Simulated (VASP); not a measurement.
A run of VASP 6.6.1:

Contents of POSCAR:

```
AgI
1.0
   -2.3243249452      2.3243249452      3.2907520921
    2.3243249452     -2.3243249452      3.2907520921
    2.3243249452      2.3243249452     -3.2907520921
Ag I
1 1
Direct
    0.2500000000      0.7500000000      0.5000000000
    0.0000000000      0.0000000000      0.0000000000
```

INCAR.step1

```
PREC = Accurate
ENCUT = 550
ISMEAR = 0
SIGMA = 0.01
LREAL = F
LASPH = T
NELM = 120
NBANDS = 16
GGA = PE
ALGO = Normal
EDIFF = 1E-5
LWAVE = T
LCHARG = F
GGA_COMPAT = F
```

File INCAR.step2:

```
PREC = Accurate
ENCUT = 550
EDIFF = 1E-6
ISMEAR = 0
SIGMA = 0.01
LREAL = F
LASPH = T
NELM = 120
ALGO = Normal
ISIF = 2
LWAVE = F
LCHARG = F
METAGGA = R2SCAN
LMIXTAU = T
NBANDS = 16
ISTART = 1
GGA_COMPAT = F
```

The input KPOINTS:

```
Automatic mesh
0
Gamma
  8 8 8
```

Potentials or basis: VASP PAW PBE potentials, release 64 (Ag, I).

Command:

```bash
$ cat potpaw_PBE.64/Ag/POTCAR potpaw_PBE.64/I/POTCAR > POTCAR
$ cp INCAR.step1 INCAR
$ mpirun -np 1 vasp_std > vasp.out
$ cp INCAR.step2 INCAR
$ mpirun -np 1 vasp_std > vasp.out
```

Hardware: 1 thread of Intel(R) Xeon(R) Platinum 8488C (Sapphire Rapids), with other jobs on the host.

How long does it take, and how much memory?

Wall time 2.9 min on 1 thread of Intel(R) Xeon(R) Platinum 8488C (Sapphire Rapids), on a shared host, peak memory 0.26 GiB. Counts: k points 59.
